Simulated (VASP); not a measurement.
# Co (P6_3/mmc) in VASP: notebook, part 2 of 2

VASP 6.6.1.

### Step 3. Single point, PBE, collinear spin, ferromagnetic start

Contents of INCAR:

```
SYSTEM = Co
PREC     = Accurate       ! precision mode
ENCUT    = 520            ! plane-wave cutoff, eV
EDIFF    = 1E-7           ! SCF threshold, eV
ISMEAR   = -1             ! smearing method
SIGMA    = 0.03           ! smearing width, eV
LREAL    = .FALSE.        ! projectors in reciprocal space
LASPH    = .TRUE.         ! aspherical terms in the spheres
NELM     = 150            ! most SCF steps
ALGO     = Normal         ! electronic algorithm
ISIF     = 2              ! what is computed and relaxed
LWAVE    = .FALSE.        ! write WAVECAR
LCHARG   = .FALSE.        ! write CHGCAR
ISPIN    = 2              ! spin polarisation
MAGMOM   = 1.69 1.69      ! initial moments
LORBIT   = 11             ! projections on sites
LMAXMIX  = 4              ! l up to which the mixer works
GGA      = PE             ! functional
NBANDS   = 20             ! bands
```

Contents of KPOINTS:

```
regular mesh
0
G
  14 14 8
  0 0 0
```

Contents of POSCAR:

```
Co
1.0
    2.4935221926      0.0000000000      0.0000000000
   -1.2467610963      2.1594535637      0.0000000000
    0.0000000000      0.0000000000      4.0277844638
Co
2
Direct
    0.3333333333      0.6666666667      0.2500000000
    0.6666666667      0.3333333333      0.7500000000
```

Potentials or basis: VASP PAW PBE potentials, release 64 (Co).

Launch:

```bash
cat potpaw_PBE.64/Co/POTCAR > POTCAR
mpirun -np 1 vasp_std > vasp.out
```

OUTCAR:

```text
SYSTEM = Co
   PREC = Accurate
   ENCUT = 520
   EDIFF = 1E-7
   ISMEAR = -1
   LREAL = .FALSE.
   LASPH = .TRUE.
   NELM = 150
   ISIF = 2
   ISPIN = 2
   LORBIT = 11
   GGA = PE

 ion  position               nearest neighbor table
   1  0.333  0.667  0.250-   2 2.48   2 2.48   2 2.48   2 2.48   2 2.48   2 2.48
   2  0.667  0.333  0.750-   1 2.48   1 2.48   1 2.48   1 2.48   1 2.48   1 2.48

  LATTYP: Found a hexagonal cell.
 ALAT       =     2.4935221926
 C/A-ratio  =     1.6152992244

  Lattice vectors:

 A1 = (   2.4935221926,   0.0000000000,   0.0000000000)
 A2 = (  -1.2467610963,   2.1594535637,   0.0000000000)
 A3 = (   0.0000000000,   0.0000000000,   4.0277844638)

Analysis of symmetry for initial positions (statically):
=====================================================================
 Subroutine PRICEL returns:
 Original cell was already a primitive cell.

 Routine SETGRP: Setting up the symmetry group for a
 hexagonal supercell.

 Subroutine GETGRP returns: Found 24 space group operations
 (whereof 12 operations were pure point group operations)
[... 745 lines left out ...]

 k-point     1 :       0.0000    0.0000    0.0000
  band No.  band energies     occupation
      1       1.3399      1.00000
      2       6.0670      1.00000
      3       9.2764      1.00000
      4       9.2920      1.00000
      5       9.2920      1.00000
      6       9.6586      1.00000
[... 541 lines left out ...]
     19      27.4532      0.00000
     20      43.0533      0.00000

 [... further k-points ...]
[... 5 lines left out ...]
  --------------------------------------------------------------------------------------
  -------------------------------------------------------------------------------------
  Total       -0.1270251     -0.1270251     -0.1296410     -0.0000000     -0.0000000     -0.0000000
  in kB       -9.3837551     -9.3837551     -9.5770066     -0.0000000     -0.0000000     -0.0000000
  external PRESSURE =      -9.4481723 kB  Pullay stress =       0.0000000 kB

 VOLUME and BASIS-vectors are now :
 -----------------------------------------------------------------------------
  energy-cutoff  :      520.00
  volume of cell :       21.69
      direct lattice vectors                 reciprocal lattice vectors
     2.493522193  0.000000000  0.000000000     0.401039142  0.231540056  0.000000000
    -1.246761096  2.159453564  0.000000000     0.000000000  0.463080113  0.000000000
     0.000000000  0.000000000  4.027784464     0.000000000  0.000000000  0.248275450

 POSITION                                       TOTAL-FORCE (eV/Angst)
 -----------------------------------------------------------------------------------
     -0.00000      1.43964      1.00695        -0.000000      0.000000      0.000000
      1.24676      0.71982      3.02084         0.000000      0.000000      0.000000
 -----------------------------------------------------------------------------------
    total drift:                               -0.000000      0.000000     -0.000000

  FREE ENERGIE OF THE ION-ELECTRON SYSTEM (eV)
  ---------------------------------------------------
  free  energy   TOTEN  =       -14.0682567817 eV

  energy  without entropy=      -14.0621708678  energy(sigma->0) =      -14.06521382

 total charge

# of ion       s       p       d       tot
------------------------------------------
    1        0.488   0.520   7.267   8.275
    2        0.488   0.520   7.267   8.275
--------------------------------------------------
tot          0.975   1.041  14.533  16.549

 magnetization (x)

# of ion       s       p       d       tot
------------------------------------------
    1       -0.016  -0.057   1.665   1.593
    2       -0.016  -0.057   1.665   1.593
--------------------------------------------------
tot         -0.032  -0.113   3.331   3.185
```

It took 47 s on 1 thread of Intel Xeon 6975P-C (Granite Rapids), shared host; peak memory 0.19 GiB.

Results:

- Free energy: -14.0683 eV
- Pressure: -0.9 GPa
- Net moment: 3.14 μB per cell
- Site moments: Co +1.59 μB
- Valence electrons inside the program's atomic spheres: Co 8.28

Levels at points of the mesh, in eV from the Fermi level:
Spin up:
```tsv
k point	band 7	band 8	band 9	band 10	band 11	band 12	band 13	band 14
(0.00, 0.00, 0.00)	-2.26	-1.92	-1.92	-0.82	-0.82	-0.06	6.39	21.97
(0.50, 0.00, 0.00)	-2.16	-0.69	-0.59	-0.54	1.31	3.32	9.71	10.36
(0.00, 0.00, 0.50)	-2.64	-2.64	-1.13	-1.13	-1.13	-1.13	15.07	15.07
(0.50, 0.00, 0.50)	-1.05	-1.05	-0.60	-0.60	1.61	1.61	7.27	7.27
```
Spin down:
| k point | band 5 | band 6 | band 7 | band 8 | band 9 | band 10 |
| --- | --- | --- | --- | --- | --- | --- |
| (0.00, 0.00, 0.00) | -0.97 | -0.61 | -0.61 | -0.19 | -0.19 | -0.13 |
| (0.50, 0.00, 0.00) | -1.13 | -1.04 | -0.63 | 1.16 | 1.30 | 1.32 |
| (0.00, 0.00, 0.50) | -1.04 | -1.04 | -1.04 | -1.04 | 0.69 | 0.69 |
| (0.50, 0.00, 0.50) | -0.08 | -0.08 | 0.24 | 0.24 | 1.26 | 1.26 |

### Step 4. Single point, PBE, collinear spin, ferromagnetic start

Contents of INCAR:

```
  ALGO = Normal
  EDIFF = 1E-6
  ENCUT = 520
  GGA = PE
  ISIF = 2
  ISMEAR = -1
  ISPIN = 2
  LASPH = True
  LCHARG = False
  LMAXMIX = 4
  LORBIT = 11
  LREAL = False
  LWAVE = False
  MAGMOM = 1.69 1.69
  NBANDS = 20
  NELM = 150
  PREC = Accurate
  SIGMA = 0.1
```

Contents of KPOINTS:

```
k-points
0
Gamma
  14 14 8
```

POSCAR is that of step 3.

Potentials or basis: VASP PAW PBE potentials, release 64 (Co).

Launch:

```bash
cat potpaw_PBE.64/Co/POTCAR > POTCAR
mpirun -np 1 vasp_std > vasp.out
```

OUTCAR:

```text
EDIFF = 1E-6
   ENCUT = 520
   GGA = PE
   ISIF = 2
   ISMEAR = -1
   ISPIN = 2
   LASPH = True
   LORBIT = 11
   LREAL = False
   NELM = 150
   PREC = Accurate

 ion  position               nearest neighbor table
   1  0.333  0.667  0.250-   2 2.48   2 2.48   2 2.48   2 2.48   2 2.48   2 2.48
   2  0.667  0.333  0.750-   1 2.48   1 2.48   1 2.48   1 2.48   1 2.48   1 2.48

  LATTYP: Found a hexagonal cell.
 ALAT       =     2.4935221926
 C/A-ratio  =     1.6152992244

  Lattice vectors:

 A1 = (   2.4935221926,   0.0000000000,   0.0000000000)
 A2 = (  -1.2467610963,   2.1594535637,   0.0000000000)
 A3 = (   0.0000000000,   0.0000000000,   4.0277844638)

Analysis of symmetry for initial positions (statically):
=====================================================================
 Subroutine PRICEL returns:
 Original cell was already a primitive cell.

 Routine SETGRP: Setting up the symmetry group for a
 hexagonal supercell.

 Subroutine GETGRP returns: Found 24 space group operations
 (whereof 12 operations were pure point group operations)
[... 743 lines left out ...]

 spin component 2

 k-point     1 :       0.0000    0.0000    0.0000
  band No.  band energies     occupation
      1       1.3456      1.00000
      2       6.0717      1.00000
      3       9.2801      0.99995
      4       9.2988      0.99994
      5       9.2988      0.99994
      6       9.6654      0.99752
[... 541 lines left out ...]
     19      27.4590      0.00000
     20      43.0602      0.00000

 [... further k-points ...]
[... 5 lines left out ...]
  --------------------------------------------------------------------------------------
  -------------------------------------------------------------------------------------
  Total       -0.0809380     -0.0809380     -0.0353613      0.0000000     -0.0000000      0.0000000
  in kB       -5.9791536     -5.9791536     -2.6122519      0.0000000     -0.0000000      0.0000000
  external PRESSURE =      -4.8568531 kB  Pullay stress =       0.0000000 kB

 VOLUME and BASIS-vectors are now :
 -----------------------------------------------------------------------------
  energy-cutoff  :      520.00
  volume of cell :       21.69
      direct lattice vectors                 reciprocal lattice vectors
     2.493522193  0.000000000  0.000000000     0.401039142  0.231540056  0.000000000
    -1.246761096  2.159453564  0.000000000     0.000000000  0.463080113  0.000000000
     0.000000000  0.000000000  4.027784464     0.000000000  0.000000000  0.248275450

 POSITION                                       TOTAL-FORCE (eV/Angst)
 -----------------------------------------------------------------------------------
     -0.00000      1.43964      1.00695        -0.000000      0.000000      0.000000
      1.24676      0.71982      3.02084         0.000000     -0.000000      0.000000
 -----------------------------------------------------------------------------------
    total drift:                               -0.000000      0.000000     -0.000000

  FREE ENERGIE OF THE ION-ELECTRON SYSTEM (eV)
  ---------------------------------------------------
  free  energy   TOTEN  =       -14.0975635359 eV

  energy  without entropy=      -14.0329902205  energy(sigma->0) =      -14.06527688

 total charge

# of ion       s       p       d       tot
------------------------------------------
    1        0.488   0.521   7.265   8.274
    2        0.488   0.521   7.265   8.274
--------------------------------------------------
tot          0.977   1.042  14.530  16.548

 magnetization (x)

# of ion       s       p       d       tot
------------------------------------------
    1       -0.015  -0.054   1.677   1.607
    2       -0.015  -0.054   1.677   1.607
--------------------------------------------------
tot         -0.030  -0.108   3.353   3.215
```

stdout:

```text
POSCAR found type information on POSCAR Co
 POSCAR found :  1 types and       2 ions
 scaLAPACK will be used
 LDA part: xc-table for (Slater+PW92), standard interpolation
 POSCAR, INCAR and KPOINTS ok, starting setup
 FFT: planning ... GRIDC
 FFT: planning ... GRID_SOFT
 FFT: planning ... GRID
 WAVECAR not read
 entering main loop
```

Wall time 40 s (1 thread of Intel Xeon 6975P-C (Granite Rapids), shared host); peak memory 0.19 GiB.

Results:

```
Free energy                                           : -14.0976 eV
Pressure                                              : -0.5 GPa
Net moment                                            : 3.17 μB per cell
Site moments                                          : Co +1.61 μB
Valence electrons inside the program's atomic spheres : Co 8.27
```

Levels at points of the mesh, in eV from the Fermi level:
Spin up:
| k point | band 6 | band 7 | band 8 | band 9 | band 10 | band 11 | band 12 | band 13 | band 14 | band 15 |
| --- | --- | --- | --- | --- | --- | --- | --- | --- | --- | --- |
| (0.00, 0.00, 0.00) | -2.27 | -2.27 | -1.93 | -1.93 | -0.82 | -0.82 | -0.06 | 6.38 | 21.96 | 24.52 |
| (0.50, 0.00, 0.00) | -2.50 | -2.17 | -0.69 | -0.60 | -0.54 | 1.31 | 3.32 | 9.70 | 10.35 | 12.75 |
| (0.00, 0.00, 0.50) | -2.65 | -2.65 | -2.65 | -1.13 | -1.13 | -1.13 | -1.13 | 15.06 | 15.06 | 22.69 |
| (0.50, 0.00, 0.50) | -1.79 | -1.05 | -1.05 | -0.60 | -0.60 | 1.60 | 1.60 | 7.26 | 7.26 | 18.33 |
Spin down:
| k point | band 3 | band 4 | band 5 | band 6 | band 7 | band 8 | band 9 | band 10 | band 11 | band 12 |
| --- | --- | --- | --- | --- | --- | --- | --- | --- | --- | --- |
| (0.00, 0.00, 0.00) | -0.98 | -0.97 | -0.97 | -0.60 | -0.60 | -0.18 | -0.18 | -0.13 | 1.04 | 1.04 |
| (0.50, 0.00, 0.00) | -3.24 | -1.86 | -1.12 | -1.03 | -0.62 | 1.16 | 1.30 | 1.33 | 2.52 | 4.28 |
| (0.00, 0.00, 0.50) | -1.54 | -1.54 | -1.03 | -1.03 | -1.03 | -1.03 | 0.70 | 0.70 | 0.70 | 0.70 |
| (0.50, 0.00, 0.50) | -2.37 | -2.37 | -0.07 | -0.07 | 0.24 | 0.24 | 1.26 | 1.26 | 2.20 | 2.20 |

### Step 5. Summary

| smearing | gap on the mesh (eV) | pressure (GPa) | moment (μB) |
| --- | --- | --- | --- |
| fermi-dirac 0.01 eV | none | -1.0 | 3.14 |
| fermi-dirac 0.03 eV | none | -0.9 | 3.14 |
| fermi-dirac 0.1 eV | none | -0.5 | 3.17 |

Alike in all rows: task single point; level PBE; potentials or basis VASP PAW PBE potentials, release 64 (Co); spin collinear, ferromagnetic start; cell as given; k mesh 14 × 14 × 8; cutoff (eV) 520.

Every run on the cell as given and a fine mesh finds a metal.

Total energies depend on the potentials used, so only differences within one code and one set of settings carry meaning.
